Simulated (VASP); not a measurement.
A run of VASP 6.6.1:

File INCAR:

```
PREC = Accurate
ENCUT = 520
EDIFF = 1E-6
ISMEAR = -1
SIGMA = 0.02
LREAL = False
LASPH = True
NELM = 100
ALGO = Normal
ISIF = 2
LWAVE = False
LCHARG = True
GGA = PE
LELF = True
LVHAR = True
NBANDS = 18
```

KPOINTS

```
Automatic mesh
0
Gamma
  8 8 8
```

File POSCAR:

```
HfO2
1.0
    0.0000000000      2.4785986729      2.4785986729
    2.4785986729      0.0000000000      2.4785986729
    2.4785986729      2.4785986729      0.0000000000
Hf O
1 2
Direct
    0.0000000000      0.0000000000      0.0000000000
    0.2500000000      0.2500000000      0.2500000000
    0.7500000000      0.7500000000      0.7500000000
```

Potentials or basis: VASP PAW PBE potentials, release 64 (Hf_pv, O).

Command:

```sh
$ cat potpaw_PBE.64/Hf_pv/POTCAR potpaw_PBE.64/O/POTCAR > POTCAR
$ mpirun -np 1 vasp_std > vasp.out
```

Hardware: 1 thread of Intel Xeon 8259CL (shared host).

Q: Estimate the wall time of this run.

A: Run time: 20 s on 1 thread of Intel Xeon 8259CL, with other jobs on the host, peak memory 0.17 GiB. Counts: scf iterations 13, k points 29.
